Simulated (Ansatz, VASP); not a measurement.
## One calculation of AgI, two programs

```
CELL_PARAMETERS angstrom
0.00000 3.17401 3.17401
3.17401 0.00000 3.17401
3.17401 3.17401 0.00000
ATOMIC_POSITIONS crystal
Ag 0.00000 0.00000 0.00000
I 0.25000 0.25000 0.25000
```

Alike in both runs: task single point; functional LDA; k mesh 8 × 8 × 8; occupations fermi-dirac, width 0.02 eV; no spin polarisation.

|  | VASP | Ansatz |
| --- | --- | --- |
| version | VASP 6.6.1 | Ansatz 0.2.0 |
| potentials or method | VASP PAW LDA potentials, release 64 (Ag, I), cutoff 500 eV | all-electron LAPW, scalar-relativistic |

```tsv
	VASP	Ansatz	Ansatz less VASP
gap on the k mesh at the Fermi level (eV)	1.09	1.06	-0.037
pressure (GPa)	0.0	0.0	-0.01
```

LDA's correlation is that of Perdew and Zunger in VASP and of Perdew and Wang (1992) in Ansatz. Ansatz ran all-electron here, and VASP with PAW potentials.

Spin-orbit coupling is off throughout.
